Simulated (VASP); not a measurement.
# Ga (C2/c) in VASP: a series of runs, part 2 of 2

VASP 6.6.1. The steps go on from the part before.

### 3 Single point, PBEsol

This run uses another cell than the first one, of 16.72 Å³/atom, 1.053 times its volume.

Input file INCAR:

```
SYSTEM = Ga
PREC     = Accurate       ! precision mode
ENCUT    = 520            ! plane-wave cutoff, eV
EDIFF    = 1E-7           ! SCF threshold, eV
ISMEAR   = -1             ! smearing method
SIGMA    = 0.05           ! smearing width, eV
LREAL    = .False.        ! projectors in reciprocal space
LASPH    = .True.         ! aspherical terms in the spheres
NELM     = 100            ! most SCF steps
ALGO     = Fast           ! electronic algorithm
ISIF     = 2              ! what is computed and relaxed
LWAVE    = .False.        ! write WAVECAR
LCHARG   = .False.        ! write CHGCAR
GGA      = PS             ! functional
NBANDS   = 20             ! bands
```

Input file KPOINTS:

```
regular mesh
0
Gamma
  10 10 8
  0 0 0
```

Input file POSCAR:

```
Ga
1.0
    1.3695323370     -3.9487276540      0.0063321917
    1.3695323370      3.9487276540      0.0063321917
   -0.1010574045      0.0000000000      3.0908810730
Ga
2
Direct
    0.1344767306      0.8655232694      0.7500000000
    0.8655232694      0.1344767306      0.2500000000
```

Potentials or basis: VASP PAW PBE potentials, release 64 (Ga_d).

Started as:

```sh
$ cat potpaw_PBE.64/Ga_d/POTCAR > POTCAR
$ mpirun -np 1 vasp_std > vasp.out
```

OUTCAR:

```text
SYSTEM = Ga
   PREC = Accurate
   ENCUT = 520
   EDIFF = 1E-7
   ISMEAR = -1
   LREAL = .False.
   LASPH = .True.
   NELM = 100
   ISIF = 2
   GGA = PS

 ion  position               nearest neighbor table
   1  0.134  0.866  0.750-   2 2.63   2 2.63   2 2.73   2 2.73   2 2.78   2 2.78
   2  0.866  0.134  0.250-   1 2.63   1 2.63   1 2.73   1 2.73   1 2.78   1 2.78

  LATTYP: Found a base centered monoclinic cell.
 ALAT       =     2.7390939515
 B/A-ratio  =     2.8832363723
 C/A-ratio  =     1.1290349070
 COS(beta)  =    -0.0280564309

  Lattice vectors:

 A1 = (   1.3695323370,  -3.9487276540,   0.0063321917)
 A2 = (   1.3695323370,   3.9487276540,   0.0063321917)
 A3 = (  -0.1010574045,   0.0000000000,   3.0908810730)

Analysis of symmetry for initial positions (statically):
=====================================================================
 Subroutine PRICEL returns:
 Original cell was already a primitive cell.

 Routine SETGRP: Setting up the symmetry group for a
 base centered monoclinic supercell.

 Subroutine GETGRP returns: Found  4 space group operations
 (whereof  2 operations were pure point group operations)
 out of a pool of  4 trial point group operations.

The static configuration has the point symmetry S_2 .
 The point group associated with its full space group is C_2h.

Analysis of symmetry for dynamics (positions and initial velocities):
=====================================================================
 Subroutine PRICEL returns:
 Original cell was already a primitive cell.

 Routine SETGRP: Setting up the symmetry group for a
 base centered monoclinic supercell.

 Subroutine GETGRP returns: Found  4 space group operations
 (whereof  2 operations were pure point group operations)
 out of a pool of  4 trial point group operations.

The dynamic configuration has the point symmetry S_2 .
 The point group associated with its full space group is C_2h.

[... 106 lines left out ...]
   POTIM  = 0.5000    time-step for ionic-motion
   TEBEG  =    0.0;   TEEND  =   0.0 temperature during run
   PSTRESS=    0.0 pullay stress
   NELECT =      26.0000    total number of electrons
   NUPDOWN=      -1.0000    fix difference up-down
   EMIN   =  10.00;   EMAX   =-10.00  energy-range for DOS
   EFERMI =   0.00;   METHOD = LEGACY
   ISMEAR =    -1;   SIGMA  =   0.05  broadening in eV -4-tet -1-fermi 0-gaus
   EFERMI_NEDOS =   21; number of points for ismear=-14 and -15
   IALGO  =     68    algorithm
   IMIX   =      4    mixing-type and parameters
     AMIX     =   0.40;   BMIX     =  1.00
     AMIX_MAG =   1.60;   BMIX_MAG =  1.00
  volume/ion in A,a.u.               =      16.72       112.82
  Fermi-wavevector in a.u.,A,eV,Ry     =   1.505440  2.844869 30.835562  2.266350
  Thomas-Fermi vector in A             =   2.616289
   LORBIT       =      0    0 simple, 1 ext, 2 COOP (PROOUT), +10 PAW based schemes
   GGA     = PS    functional components
   LHFCALC =     F    Hartree Fock is set to
   AEXX    =    0.0000 exact exchange contribution
   IVDW    =     0    specifies the selected vdW correction
   LEPSILON=     F    determine dielectric tensor
   LRPA    =     F    only Hartree local field effects (RPA)
 non-spin polarized calculation
 RMM-DIIS sequential band-by-band and
  energy-cutoff  :      520.00
  volume of cell :       33.44
 maximum number of plane-waves:       916
   NGX = 15   NGY = 15   NGZ = 11

 number of electron      26.0000001 magnetization

 Free energy of the ion-electron system (eV)
  ---------------------------------------------------
  ext. energy  EPLUGINS =         0.00000000
  ---------------------------------------------------
  free energy    TOTEN  =        -6.66229097 eV

  energy without entropy =       -6.65883675  energy(sigma->0) =       -6.66056386

 E-fermi :   6.6570     XC(G=0): -11.7308

 val. band max:        6.6175504548   @ k =  -0.2000   0.4000   0.3750
 cond. band min:       6.6632809324   @ k =   0.3000   0.3000   0.3750
 fundamental gap:      0.0457304776
 Fermi energy:         6.6569785383

 k-point     1 :       0.0000    0.0000    0.0000
  band No.  band energies     occupation
      1      -8.7456      2.00000
      2      -8.6985      2.00000
      3      -8.6478      2.00000
      4      -8.6300      2.00000
      5      -8.3418      2.00000
      6      -8.3215      2.00000
[... 541 lines left out ...]
     19      16.7306      0.00000
     20      18.5486      0.00000

 [... further k-points ...]
[... 5 lines left out ...]
  --------------------------------------------------------------------------------------
  -------------------------------------------------------------------------------------
  Total        1.0842159      1.0790149      1.0672568      0.0000000      0.0000000     -0.0029623
  in kB       51.9539924     51.7047687     51.1413393      0.0000000      0.0000000     -0.1419509
  external PRESSURE =      51.6000335 kB  Pullay stress =       0.0000000 kB

 VOLUME and BASIS-vectors are now :
 -----------------------------------------------------------------------------
  energy-cutoff  :      520.00
  volume of cell :       33.44
      direct lattice vectors                 reciprocal lattice vectors
     1.369532337 -3.948727654  0.006332192     0.365032948 -0.126623065  0.011934876
     1.369532337  3.948727654  0.006332192     0.365032948  0.126623065  0.011934876
    -0.101057405  0.000000000  3.090881073    -0.001495663  0.000000000  0.323483443

 POSITION                                       TOTAL-FORCE (eV/Angst)
 -----------------------------------------------------------------------------------
      1.29374      2.88670      2.32449         0.000000      0.001440      0.000000
      1.34427     -2.88670      0.77905        -0.000000     -0.001440     -0.000000
 -----------------------------------------------------------------------------------
    total drift:                                0.000000      0.000000     -0.000000

  FREE ENERGIE OF THE ION-ELECTRON SYSTEM (eV)
  ---------------------------------------------------
  free  energy   TOTEN  =        -6.6622909655 eV

  energy  without entropy=       -6.6588367453  energy(sigma->0) =       -6.66056386
```

OSZICAR:

```text
N       E                     dE             d eps       ncg     rms          rms(c)
DAV:   1     0.127455308114E+03    0.12746E+03   -0.13118E+04  9744   0.254E+03
DAV:   2     0.393733526770E+01   -0.12352E+03   -0.12025E+03  9364   0.380E+02
DAV:   3    -0.662354135377E+01   -0.10561E+02   -0.10512E+02 10152   0.928E+01
DAV:   4    -0.676985607263E+01   -0.14631E+00   -0.14624E+00 10464   0.120E+01
DAV:   5    -0.677235452273E+01   -0.24985E-02   -0.24983E-02 10380   0.152E+00    0.175E+00
RMM:   6    -0.668164062784E+01    0.90714E-01   -0.14599E-01 12044   0.469E+00    0.838E-01
RMM:   7    -0.666435853032E+01    0.17282E-01   -0.36245E-02 12702   0.188E+00    0.246E-01
RMM:   8    -0.666221493411E+01    0.21436E-02   -0.49587E-03 13363   0.637E-01    0.188E-02
RMM:   9    -0.666226919688E+01   -0.54263E-04   -0.75565E-04 12794   0.339E-01    0.139E-02
RMM:  10    -0.666228800029E+01   -0.18803E-04   -0.24677E-04 15318   0.142E-01    0.576E-03
RMM:  11    -0.666229072144E+01   -0.27212E-05   -0.22428E-05 14799   0.408E-02    0.236E-03
RMM:  12    -0.666229090451E+01   -0.18307E-06   -0.36768E-06 13905   0.164E-02    0.116E-03
RMM:  13    -0.666229096550E+01   -0.60984E-07   -0.81254E-07  9464   0.836E-03
   1 F= -.66622910E+01 E0= -.66605639E+01  d E =-.345422E-02
```

stdout:

```text
POSCAR found type information on POSCAR Ga
 POSCAR found :  1 types and       2 ions
 scaLAPACK will be used
 -----------------------------------------------------------------------------
|                                                                             |
|                                                                             |
|     You enforced a specific xc type in the INCAR file but a different       |
|     I HOPE YOU KNOW WHAT YOU ARE DOING!                                     |
|                                                                             |
 -----------------------------------------------------------------------------

 LDA part: xc-table for (Slater+PW92), standard interpolation
 POSCAR, INCAR and KPOINTS ok, starting setup
 FFT: planning ... GRIDC
 FFT: planning ... GRID_SOFT
 FFT: planning ... GRID
 WAVECAR not read
 entering main loop
WARNING in EDDRMM: call to ZHEGV failed, returncode =   6  3     18
WARNING in EDDRMM: call to ZHEGV failed, returncode =   8  4     16
 num prob WARNING in EDDRMM: call to ZHEGV failed, returncode =   8  4     18
WARNING in EDDRMM: call to ZHEGV failed, returncode =   8  4     17
WARNING in EDDRMM: call to ZHEGV failed, returncode =   8  4     17
 num prob  num prob  num prob  num prob  num prob  num prob RMM:  13    -0.666229096550E+01   -0.60984E-07   -0.81254E-07  9464   0.836E-03
```

Run time: 59 s. Hardware: 1 thread of Intel Xeon 6975P-C (Granite Rapids), shared host; peak memory 0.25 GiB.

What came out:

| Quantity | Value |
| --- | --- |
| Free energy | -6.6623 eV |
| Pressure | 5.2 GPa |
| Band gap on the k mesh | zero (band 13 reaches 11.61 eV, above the bottom of band 14 at 1.80 eV) |

Caveat: the PAW data sets were made with another functional, which shifts forces and pressure a little.

### 4 Single point, PBEsol

This run uses another cell than the first one, of 17.38 Å³/atom, 1.094 times its volume.

Input file INCAR:

```
SYSTEM = Ga
PREC = Accurate
ENCUT = 520
EDIFF = 1E-7
ISMEAR = -1
SIGMA = 0.05
LREAL = .False.
LASPH = .True.
NELM = 100
ALGO = Fast
ISIF = 2
LWAVE = .False.
LCHARG = .True.
GGA = PS
LELF = .True.
LVHAR = .True.
NBANDS = 20
```

Input file KPOINTS:

```
Automatic mesh
0
Gamma
  10 10 8
  0 0 0
```

Input file POSCAR:

```
Ga
1.0
    1.3900047179     -3.9880707928      0.0112146191
    1.3900047179      3.9880707928      0.0112146191
   -0.0910402615      0.0000000000      3.1337585801
Ga
2
Direct
    0.1347574815      0.8652425185      0.7500000000
    0.8652425185      0.1347574815      0.2500000000
```

Started as:

```sh
$ cat potpaw_PBE.64/Ga_d/POTCAR > POTCAR
$ mpirun -np 1 vasp_std > vasp.out
```

It took 63 s on 1 thread of Intel Xeon 6975P-C (Granite Rapids), shared host; peak memory 0.25 GiB.

Results (log left out):

```yaml
Free_energy: -6.6914 eV
Pressure: 2.2 GPa
Band_gap_on_the_k_mesh: zero (band 13 reaches 11.06 eV, above the bottom of band 14 at 1.60 eV)
```

Levels at points of the mesh, in eV from the Fermi level:
```
           k point  band 9  band 10  band 11  band 12  band 13  band 14  band 15  band 16  band 17  band 18
(0.00, 0.00, 0.00)  -14.86   -14.70   -11.88    -2.57    -1.63     2.57     6.39     8.75     9.93    11.41
(0.50, 0.00, 0.00)  -14.77   -14.75    -6.69    -5.73    -1.94    -0.26     6.70     7.07     9.30     9.45
(0.50, 0.50, 0.00)  -14.82   -14.77    -9.86    -8.97     4.81     5.85     6.68     7.12     7.21    10.45
(0.00, 0.00, 0.50)  -14.78   -14.78    -7.93    -7.93     1.64     1.64     2.52     2.52    11.43    11.43
(0.50, 0.00, 0.50)  -14.74   -14.74    -3.06    -2.99    -1.82    -1.65     1.74     2.08     4.22     4.51
(0.50, 0.50, 0.50)  -14.86   -14.86    -6.00    -6.00    -4.65    -4.65    10.60    10.60    12.00    12.00
```

Caveat: the PAW data sets were made with another functional, which shifts forces and pressure a little.

### 5 The runs side by side

```tsv
cell	further INCAR settings	gap on the mesh (eV)	pressure (GPa)
a = 4.119, b = 4.119, c = 3.038 Å, angles 90.6, 90.6, 142.0°, 2 atoms	ALGO = Fast; EDIFF = 1e-06; NBANDS = 20	none	10.1
a = 4.179, b = 4.179, c = 3.093 Å, angles 90.5, 90.5, 141.7°, 2 atoms	ALGO = Fast; EDIFF = 1e-07; NBANDS = 20	none	5.2
a = 4.223, b = 4.223, c = 3.135 Å, angles 90.4, 90.4, 141.6°, 2 atoms	ALGO = Fast; EDIFF = 1e-07; NBANDS = 20	none	2.2
```

Alike in all rows: task single point; level PBEsol; potentials or basis VASP PAW PBE potentials, release 64 (Ga_d); no spin polarisation; k mesh 10 × 10 × 8; cutoff (eV) 520; smearing fermi-dirac 0.05 eV.

Caveats: the PAW data sets were made with another functional, which shifts forces and pressure a little.

Absolute energies hang on the potentials; compare differences alone.
